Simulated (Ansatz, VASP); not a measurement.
One calculation of NaF, two programs

```
CELL_PARAMETERS angstrom
3.25488 0.00000 0.00000
-1.62744 2.81881 0.00000
0.00000 0.00000 5.69575
ATOMIC_POSITIONS crystal
Na 0.00000 0.00000 0.00000
Na 0.00000 0.00000 0.50000
F 0.33333 0.66667 0.25000
F 0.66667 0.33333 0.75000
```

Change from the starting cell: ordered vacancies on the anion sites of cadmium iodide (P-3m1, No. 164).

Alike in both runs: functional PBE; k mesh 12 × 12 × 4; occupations gaussian, width 0.02 eV; no spin polarisation.

Ansatz relaxed the structure, and its values are those at the end. VASP's run is a single point on that final structure, the one shown.

|  | VASP | Ansatz |
| --- | --- | --- |
| version | VASP 6.6.1 | Ansatz 0.2.0 |
| potentials or method | VASP PAW PBE potentials, release 64 (Na_pv, F), cutoff 520 eV | scalar-relativistic, plane waves, PAW |
| valence electrons in the cell | 28 | 32 |

|  | VASP | Ansatz | Ansatz less VASP |
| --- | --- | --- | --- |
| gap on the k mesh at the Fermi level (eV) | 5.97 | 5.98 | +0.016 |
| least direct gap on the mesh (eV) | 5.97 | 5.98 | +0.016 |
| pressure (GPa) | -0.2 | 0.0 | +0.14 |

VASP's potentials hold 28 valence electrons a cell and Ansatz's 32, so a difference there can come from the potentials and not from the codes. Ansatz's warnings: structure snapped to symmetry.
